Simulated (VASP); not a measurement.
# Ga2O3 (Ga2O3 (R-3c)) (R-3c) in VASP: a series of runs

Ga2O3 (Ga2O3 (R-3c)) is run at these levels: PBE; tasks: single point, relaxation of the atoms.

Program: VASP 6.6.1. These are calculated values, not measurements. Logs are shortened: lines on timing, memory, paths and dates and some standing lists are left out, and cuts for length are marked.

## (1) The cell of the first run

The structure is trigonal, space group R-3c (No. 167). Conventional cell: a = 5.058 Å, b = 5.058 Å, c = 13.624 Å, α = 90.00°, β = 90.00°, γ = 120.00°. Within 2.6 Å of Ga (site symmetry 3) lie 6 O at 1.95 to 2.10 Å. O (site symmetry 2) has 4 Ga at 1.95 to 2.10 Å within 2.6 Å.

## (2) Single point, PBE

File INCAR:

```
SYSTEM = Ga2O3
PREC = Accurate
ENCUT = 520
EDIFF = 1E-6
ISMEAR = -1
SIGMA = 0.01
LREAL = Auto
LASPH = .True.
NELM = 100
ALGO = Normal
ISIF = 2
LWAVE = .False.
LCHARG = .False.
GGA = PE
NBANDS = 104
ISYM = 0
```

File KPOINTS:

```
regular mesh
0
Gamma
  3 3 1
  0 0 0
```

File POSCAR:

```
Ga2O3
1.0
   -2.5289754467      4.3803139633     -0.0000000167
   -5.0579508900      0.0000000000      0.0000000000
   -5.0579508900      2.9202093400      9.0826160100
Ga O
8 12
Direct
    0.1441586467      0.1441586467      0.2837620300
    0.3558413533      0.3558413533      0.4662379700
    0.8558413533      0.8558413533      0.2162379700
    0.6441586467      0.6441586467      0.0337620300
    0.1441586467      0.1441586467      0.7837620300
    0.3558413533      0.3558413533      0.9662379700
    0.8558413533      0.8558413533      0.7162379700
    0.6441586467      0.6441586467      0.5337620300
    0.9469003100      0.2500000000      0.1250000000
    0.2500000000      0.5530996900      0.1250000000
    0.5530996900      0.9469003100      0.1250000000
    0.0530996900      0.7500000000      0.3750000000
    0.4469003100      0.0530996900      0.3750000000
    0.7500000000      0.4469003100      0.3750000000
    0.9469003100      0.2500000000      0.6250000000
    0.2500000000      0.5530996900      0.6250000000
    0.5530996900      0.9469003100      0.6250000000
    0.0530996900      0.7500000000      0.8750000000
    0.4469003100      0.0530996900      0.8750000000
    0.7500000000      0.4469003100      0.8750000000
```

Potentials or basis: VASP PAW PBE potentials, release 64 (Ga_d, O).

Started as:

```console
$ cat potpaw_PBE.64/Ga_d/POTCAR potpaw_PBE.64/O/POTCAR > POTCAR
$ mpirun -np 1 vasp_std > vasp.out
```

OUTCAR:

```text
SYSTEM = Ga2O3
   PREC = Accurate
   ENCUT = 520
   EDIFF = 1E-6
   ISMEAR = -1
   LREAL = Auto
   LASPH = .True.
   NELM = 100
   ISIF = 2
   GGA = PE
   ISYM = 0

 ion  position               nearest neighbor table
   1  0.144  0.144  0.284-  13 1.95  14 1.95  12 1.95  10 2.10   9 2.10  11 2.10   6 2.88
   2  0.356  0.356  0.466-  13 1.95  12 1.95  14 1.95  17 2.10  16 2.10  15 2.10   5 2.88
   3  0.856  0.856  0.216-  11 1.95  10 1.95   9 1.95  14 2.10  12 2.10  13 2.10   8 2.88
   4  0.644  0.644  0.034-  11 1.95   9 1.95  10 1.95  19 2.10  20 2.10  18 2.10   7 2.88
   5  0.144  0.144  0.784-  19 1.95  20 1.95  18 1.95  16 2.10  15 2.10  17 2.10   2 2.88
   6  0.356  0.356  0.966-  19 1.95  18 1.95  20 1.95  11 2.10  10 2.10   9 2.10   1 2.88
   7  0.856  0.856  0.716-  17 1.95  16 1.95  15 1.95  20 2.10  18 2.10  19 2.10   4 2.88
   8  0.644  0.644  0.534-  17 1.95  15 1.95  16 1.95  13 2.10  14 2.10  12 2.10   3 2.88
   9  0.947  0.250  0.125-   4 1.95   3 1.95   1 2.10   6 2.10
  10  0.250  0.553  0.125-   3 1.95   4 1.95   1 2.10   6 2.10
  11  0.553  0.947  0.125-   4 1.95   3 1.95   6 2.10   1 2.10
  12  0.053  0.750  0.375-   2 1.95   1 1.95   3 2.10   8 2.10
  13  0.447  0.053  0.375-   2 1.95   1 1.95   8 2.10   3 2.10
  14  0.750  0.447  0.375-   1 1.95   2 1.95   3 2.10   8 2.10
  15  0.947  0.250  0.625-   8 1.95   7 1.95   5 2.10   2 2.10
  16  0.250  0.553  0.625-   7 1.95   8 1.95   5 2.10   2 2.10
  17  0.553  0.947  0.625-   8 1.95   7 1.95   2 2.10   5 2.10
  18  0.053  0.750  0.875-   6 1.95   5 1.95   7 2.10   4 2.10
  19  0.447  0.053  0.875-   6 1.95   5 1.95   4 2.10   7 2.10
  20  0.750  0.447  0.875-   5 1.95   6 1.95   7 2.10   4 2.10

IMPORTANT INFORMATION: All symmetrisations will be switched off!
NOSYMM: (Re-)initialisation of all symmetry stuff for point group C_1.

----------------------------------------------------------------------------------------

                                     Primitive cell

  volume of cell :     201.2291

  direct lattice vectors                    reciprocal lattice vectors
    -2.528975447  4.380313963 -0.000000017     0.000000000  0.228294138 -0.073400293
    -5.057950890  0.000000000  0.000000000    -0.197708523 -0.114147069 -0.073400291
    -5.057950890  2.920209340  9.082616010     0.000000000  0.000000000  0.110100438

  length of vectors
     5.057950892  5.057950890 10.798351883     0.239803704  0.239803704  0.110100438

  position of ions in fractional coordinates (direct lattice)
     0.144158647  0.144158647  0.283762030
     0.355841353  0.355841353  0.466237970
     0.855841353  0.855841353  0.216237970
     0.644158647  0.644158647  0.033762030
     0.144158647  0.144158647  0.783762030
     0.355841353  0.355841353  0.966237970
[... 12 lines left out ...]
     0.446900310  0.053099690  0.875000000
     0.750000000  0.446900310  0.875000000

  ion indices of the primitive-cell ions
   primitive index   ion index
                 1           1
                 2           2
                 3           3
                 4           4
                 5           5
                 6           6
[... 12 lines left out ...]
                19          19
                20          20

----------------------------------------------------------------------------------------

 KPOINTS: regular mesh

Automatic generation of k-mesh.
 Grid dimensions read from file:
 generate k-points for:    3    3    1

 Generating k-lattice:

  Cartesian coordinates                     Fractional coordinates (reciprocal lattice)
     0.000000000  0.076098046 -0.024466764     0.333333333  0.000000000  0.000000000
    -0.065902841 -0.038049023 -0.024466764    -0.000000000  0.333333333 -0.000000000
     0.000000000  0.000000000  0.110100438    -0.000000000  0.000000000  1.000000000

  Length of vectors
     0.079934568  0.079934568  0.110100438

  Shift w.r.t. Gamma in fractional coordinates (k-lattice)
     0.000000000  0.000000000  0.000000000

 -----------------------------------------------------------------------------
|                                                                             |
|           W    W    AA    RRRRR   N    N  II  N    N   GGGG   !!!           |
|           W    W   A  A   R    R  NN   N  II  NN   N  G    G  !!!           |
|           W    W  A    A  R    R  N N  N  II  N N  N  G       !!!           |
|           W WW W  AAAAAA  RRRRR   N  N N  II  N  N N  G  GGG   !            |
|           WW  WW  A    A  R   R   N   NN  II  N   NN  G    G                |
|           W    W  A    A  R    R  N    N  II  N    N   GGGG   !!!           |
|                                                                             |
|     Your reciprocal lattice and k-lattice belong to different lattice       |
|     classes:                                                                |
|                                                                             |
|        The reciprocal lattice is rhombohedral (trigonal),                   |
|        whereas your k-lattice is base-centered monoclinic.                  |
|                                                                             |
|     Results are often still useful ...                                      |
|                                                                             |
 -----------------------------------------------------------------------------

 WARNING: IBZKPT: internal override: KBLOWUP is changed to .FALSE.
      ... skipping the blow-up phase ...

 Subroutine IBZKPT returns following result:
 ===========================================

 Found      5 irreducible k-points:

 Following reciprocal coordinates:
            Coordinates               Weight
  0.000000  0.000000  0.000000      1.000000
  0.333333  0.000000  0.000000      2.000000
 -0.000000  0.333333  0.000000      2.000000
  0.333333  0.333333  0.000000      2.000000
 -0.333333  0.333333  0.000000      2.000000
   k-points           NKPTS =      5   k-points in BZ     NKDIM =      5   number of bands    NBANDS=    104
   number of dos      NEDOS =    301   number of ions     NIONS =     20
   total plane-waves  NPLWV = 128000
   dimension x,y,z NGX =    40 NGY =   40 NGZ =   80
   dimension x,y,z NGXF=    80 NGYF=   80 NGZF=  160
   ions per type =               8  12
   NGX,Y,Z   is equivalent  to a cutoff of  13.15, 13.15, 12.32 a.u.
   NGXF,Y,Z  is equivalent  to a cutoff of  26.29, 26.29, 24.63 a.u.
 SYSTEM =  Ga2O3
   PREC   = accura    normal or accurate (medium, high low for compatibility)
   ISTART =      0    job   : 0-new  1-cont  2-samecut
   ICHARG =      2    charge: 1-file 2-atom 10-const
   ISPIN  =      1    spin polarized calculation?
   LNONCOLLINEAR =      F non collinear calculations
   LSORBIT =      F    spin-orbit coupling
   LASPH  =      T    aspherical Exc in radial PAW
   ENCUT  =  520.0 eV  38.22 Ry    6.18 a.u.   9.40  9.40 20.08*2*pi/ulx,y,z
   NELM   =    100;   NELMIN=  2; NELMDL= -5     # of ELM steps
   EDIFF  = 0.1E-05   stopping-criterion for ELM
   LREAL  =      T    real-space projection
   EDIFFG = 0.1E-04   stopping-criterion for IOM
   NSW    =      0    number of steps for IOM
   IBRION =     -1    ionic relax: 0-MD 1-quasi-New 2-CG
   NFREE  =      0    steps in history (QN), initial steepest desc. (CG)
   ISIF   =      2    stress and relaxation
   ISYM   =      0    0-nonsym 1-usesym 2-fastsym
   POTIM  = 0.5000    time-step for ionic-motion
   TEBEG  =    0.0;   TEEND  =   0.0 temperature during run
   PSTRESS=    0.0 pullay stress
   NELECT =     176.0000    total number of electrons
   NUPDOWN=      -1.0000    fix difference up-down
   EMIN   =  10.00;   EMAX   =-10.00  energy-range for DOS
   EFERMI =   0.00;   METHOD = LEGACY
   ISMEAR =    -1;   SIGMA  =   0.01  broadening in eV -4-tet -1-fermi 0-gaus
   EFERMI_NEDOS =   21; number of points for ismear=-14 and -15
   IALGO  =     38    algorithm
   IMIX   =      4    mixing-type and parameters
     AMIX     =   0.40;   BMIX     =  1.00
     AMIX_MAG =   1.60;   BMIX_MAG =  1.00
  volume/ion in A,a.u.               =      10.06        67.90
  Fermi-wavevector in a.u.,A,eV,Ry     =   1.565605  2.958564 33.349487  2.451118
  Thomas-Fermi vector in A             =   2.668056
   LORBIT       =      0    0 simple, 1 ext, 2 COOP (PROOUT), +10 PAW based schemes
   GGA     = PE    functional components
   LHFCALC =     F    Hartree Fock is set to
   AEXX    =    0.0000 exact exchange contribution
   IVDW    =     0    specifies the selected vdW correction
   LEPSILON=     F    determine dielectric tensor
   LRPA    =     F    only Hartree local field effects (RPA)
 non-spin polarized calculation
  energy-cutoff  :      520.00
  volume of cell :      201.23
 maximum number of plane-waves:      5425
 NGX is ok and might be reduce to    40
   NGX = 19   NGY = 19   NGZ = 41

 number of electron     176.0000007 magnetization

 Free energy of the ion-electron system (eV)
  ---------------------------------------------------
  ext. energy  EPLUGINS =         0.00000000
  ---------------------------------------------------
  free energy    TOTEN  =      -118.74782995 eV

  energy without entropy =     -118.74782995  energy(sigma->0) =     -118.74782995

 E-fermi :   4.3184     XC(G=0): -11.9607

 val. band max:        4.0505244196   @ k =   0.3333   0.0000   0.0000
 cond. band min:       6.4956772924   @ k =   0.0000   0.0000   0.0000
 fundamental gap:      2.4451528728
 Fermi energy:         4.3183705687

 k-point     1 :       0.0000    0.0000    0.0000
  band No.  band energies     occupation
      1     -14.5755      2.00000
      2     -13.7461      2.00000
      3     -13.7461      2.00000
      4     -12.7185      2.00000
      5     -12.7149      2.00000
      6     -12.6997      2.00000
[... 92 lines left out ...]
     99      13.9522      0.00000
    100      13.9526      0.00000

 k-point     2 :       0.3333    0.0000    0.0000
  band No.  band energies     occupation
      1     -14.1279      2.00000
      2     -13.7908      2.00000
      3     -13.2560      2.00000
      4     -13.1864      2.00000
      5     -12.9726      2.00000
      6     -12.8116      2.00000
[... 92 lines left out ...]
     99      13.0938      0.00000
    100      13.4176      0.00000

 k-point     3 :      -0.0000    0.3333    0.0000
  band No.  band energies     occupation
      1     -14.1279      2.00000
      2     -13.7908      2.00000
      3     -13.2560      2.00000
      4     -13.1864      2.00000
      5     -12.9726      2.00000
      6     -12.8116      2.00000
[... 92 lines left out ...]
     99      13.0938      0.00000
    100      13.4176      0.00000

 k-point     4 :       0.3333    0.3333    0.0000
  band No.  band energies     occupation
      1     -14.0387      2.00000
      2     -13.9340      2.00000
      3     -13.3116      2.00000
      4     -12.9994      2.00000
      5     -12.8864      2.00000
      6     -12.8554      2.00000
[... 92 lines left out ...]
     99      13.0985      0.00000
    100      13.5955      0.00000

 k-point     5 :      -0.3333    0.3333    0.0000
  band No.  band energies     occupation
      1     -13.5444      2.00000
      2     -13.5224      2.00000
      3     -13.5224      2.00000
      4     -13.4955      2.00000
      5     -12.9921      2.00000
      6     -12.9274      2.00000
[... 92 lines left out ...]
     99      12.8061      0.00000
    100      13.1078      0.00000
 [bands above 100 left out]

------------------------ aborting loop because EDIFF is reached ----------------------------------------

  FORCE on cell =-STRESS in cart. coord.  units (eV):
  Direction    XX          YY          ZZ          XY          YZ          ZX
  --------------------------------------------------------------------------------------
  -------------------------------------------------------------------------------------
  Total        0.9314298      1.0024545      0.7801307      0.0614469     -0.0227751      0.0395351
  in kB        7.4160032      7.9814989      6.2113667      0.4892377     -0.1813345      0.3147765
  external PRESSURE =       7.2029563 kB  Pullay stress =       0.0000000 kB

 VOLUME and BASIS-vectors are now :
 -----------------------------------------------------------------------------
  energy-cutoff  :      520.00
  volume of cell :      201.23
      direct lattice vectors                 reciprocal lattice vectors
    -2.528975447  4.380313963 -0.000000017     0.000000000  0.228294138 -0.073400293
    -5.057950890  0.000000000  0.000000000    -0.197708523 -0.114147069 -0.073400291
    -5.057950890  2.920209340  9.082616010     0.000000000  0.000000000  0.110100438

 POSITION                                       TOTAL-FORCE (eV/Angst)
 -----------------------------------------------------------------------------------
     -2.52898      1.46010      2.57730        -0.001520      0.001558      0.009594
     -5.05795      2.92021      4.23466         0.002130     -0.000536     -0.009484
     -7.58693      4.38031      1.96401         0.001461     -0.001499     -0.009554
     -5.05795      2.92021      0.30665        -0.002101      0.000553      0.009502
     -5.05795      2.92021      7.11861        -0.001440      0.001509      0.009562
     -7.58693      4.38031      8.77597         0.002052     -0.000506     -0.009623
[... 12 lines left out ...]
     -5.82448      4.51275      7.94729        -0.013454     -0.023373     -0.000028
     -8.58284      5.84042      7.94729        -0.006121     -0.000944      0.000850
 -----------------------------------------------------------------------------------
    total drift:                               -0.000062      0.000205      0.000042

  FREE ENERGIE OF THE ION-ELECTRON SYSTEM (eV)
  ---------------------------------------------------
  free  energy   TOTEN  =      -118.7478299517 eV

  energy  without entropy=     -118.7478299517  energy(sigma->0) =     -118.74782995
```

It took 3.4 min on 1 thread of Intel Xeon Platinum 8375C at 2.90GHz (Ice Lake), shared host; peak memory 0.38 GiB.

Results:

```yaml
Free_energy: -118.7478 eV
Pressure: 0.7 GPa
Largest_force: 0.027 eV/Å
Band_gap_on_the_k_mesh: 2.45 eV
```

Forces in eV/Å, atoms in the order of the input:
```
Ga  -0.002  0.002  0.010
Ga   0.002 -0.001 -0.009
Ga   0.001 -0.001 -0.010
Ga  -0.002  0.001  0.010
Ga  -0.001  0.002  0.010
Ga   0.002 -0.001 -0.010
Ga   0.001 -0.001 -0.010
Ga  -0.002  0.001  0.010
O   -0.002  0.006  0.001
O    0.006  0.001 -0.001
O    0.014  0.023  0.000
O    0.002 -0.006 -0.001
O   -0.014 -0.023  0.000
O   -0.006 -0.001  0.001
O   -0.002  0.006  0.001
O    0.006  0.001 -0.001
O    0.013  0.023  0.000
O    0.002 -0.006 -0.001
O   -0.013 -0.023  0.000
O   -0.006 -0.001  0.001
```

Levels at points of the mesh, in eV from the valence-band top:
```tsv
k point	band 85	band 86	band 87	band 88	band 89	band 90	band 91	band 92
(0.00, 0.00, 0.00)	-0.23	-0.23	-0.18	-0.18	2.45	5.53	5.53	6.36
```

Caveat: the k points lie up to 0.69 Å⁻¹ apart.

## (3) Relaxation of the atoms, PBE

File INCAR:

```
SYSTEM = Ga2O3
PREC     = Accurate       ! precision mode
ENCUT    = 520            ! plane-wave cutoff, eV
EDIFF    = 1E-7           ! SCF threshold, eV
ISMEAR   = 0              ! smearing method
SIGMA    = 0.01           ! smearing width, eV
LREAL    = Auto         
LASPH    = .TRUE.         ! aspherical terms in the spheres
NELM     = 100            ! most SCF steps
ALGO     = Normal         ! electronic algorithm
ISIF     = 2              ! what is computed and relaxed
LWAVE    = .FALSE.        ! write WAVECAR
LCHARG   = .FALSE.        ! write CHGCAR
GGA      = PE             ! functional
IBRION   = 2              ! ionic algorithm
NSW      = 100            ! ionic steps
EDIFFG   = -0.03          ! ionic threshold
ISYM     = 0
```

File KPOINTS:

```
Automatic mesh
0
G
  3 3 1
  0 0 0
```

POSCAR: that of step 2 with these lines changed.

```diff
@@ -8,10 +8,10 @@
 Direct
-    0.1441586467      0.1441586467      0.2837620300
-    0.3558413533      0.3558413533      0.4662379700
-    0.8558413533      0.8558413533      0.2162379700
-    0.6441586467      0.6441586467      0.0337620300
-    0.1441586467      0.1441586467      0.7837620300
-    0.3558413533      0.3558413533      0.9662379700
-    0.8558413533      0.8558413533      0.7162379700
-    0.6441586467      0.6441586467      0.5337620300
+    0.1441586500      0.1441586500      0.2837620300
+    0.3558413500      0.3558413500      0.4662379700
+    0.8558413500      0.8558413500      0.2162379700
+    0.6441586500      0.6441586500      0.0337620300
+    0.1441586500      0.1441586500      0.7837620300
+    0.3558413500      0.3558413500      0.9662379700
+    0.8558413500      0.8558413500      0.7162379700
+    0.6441586500      0.6441586500      0.5337620300
     0.9469003100      0.2500000000      0.1250000000
```

Potentials or basis: VASP PAW PBE potentials, release 64 (Ga_d, O).

Started as:

```console
$ cat potpaw_PBE.64/Ga_d/POTCAR potpaw_PBE.64/O/POTCAR > POTCAR
$ mpirun -np 1 vasp_std > vasp.out
```

Wall time 5.6 min (1 thread of Oxide Virtual Turin-like, shared host); peak memory 0.34 GiB.

The run converged. Its results:

```yaml
Free_energy: -118.7478 eV
Pressure_after_relaxing: 0.7 GPa
Largest_force_after_relaxing: 0.027 eV/Å
Band_gap_on_the_k_mesh: 2.45 eV
```

Forces on the atoms (eV/Å):
```
Ga  -0.001  0.002  0.010
Ga   0.002  0.000 -0.010
Ga   0.001 -0.002 -0.010
Ga  -0.002  0.001  0.010
Ga  -0.001  0.002  0.010
Ga   0.002 -0.001 -0.010
Ga   0.001 -0.002 -0.010
Ga  -0.002  0.001  0.010
O   -0.002  0.006  0.001
O    0.006  0.001 -0.001
O    0.014  0.023  0.000
O    0.002 -0.006 -0.001
O   -0.014 -0.024  0.000
O   -0.006 -0.001  0.001
O   -0.002  0.006  0.001
O    0.006  0.001 -0.001
O    0.014  0.023  0.000
O    0.002 -0.006 -0.001
O   -0.014 -0.024  0.000
O   -0.006 -0.001  0.001
```

Stress tensor (GPa, compression positive):
```
 0.75  0.05  0.03
 0.05  0.81 -0.02
 0.03 -0.02  0.63
```

Final structure:
```
Ga O
1.0
    -2.52898    4.38031    0.00000
    -5.05795    0.00000    0.00000
    -5.05795    2.92021    9.08262
Ga O
8 12
Direct
  0.14416 0.14416 0.28376
  0.35584 0.35584 0.46624
  0.85584 0.85584 0.21624
  0.64416 0.64416 0.03376
  0.14416 0.14416 0.78376
  0.35584 0.35584 0.96624
  0.85584 0.85584 0.71624
  0.64416 0.64416 0.53376
  0.94690 0.25000 0.12500
  0.25000 0.55310 0.12500
  0.55310 0.94690 0.12500
  0.05310 0.75000 0.37500
  0.44690 0.05310 0.37500
  0.75000 0.44690 0.37500
  0.94690 0.25000 0.62500
  0.25000 0.55310 0.62500
  0.55310 0.94690 0.62500
  0.05310 0.75000 0.87500
  0.44690 0.05310 0.87500
  0.75000 0.44690 0.87500
```

Levels at points of the mesh, in eV from the valence-band top:
```
           k point  band 86  band 87  band 88  band 89  band 90  band 91
(0.00, 0.00, 0.00)    -0.23    -0.18    -0.17     2.45     5.53     5.53
```

Caveat: the k points lie up to 0.69 Å⁻¹ apart; the relaxation stopped at its first step, so nothing moved.
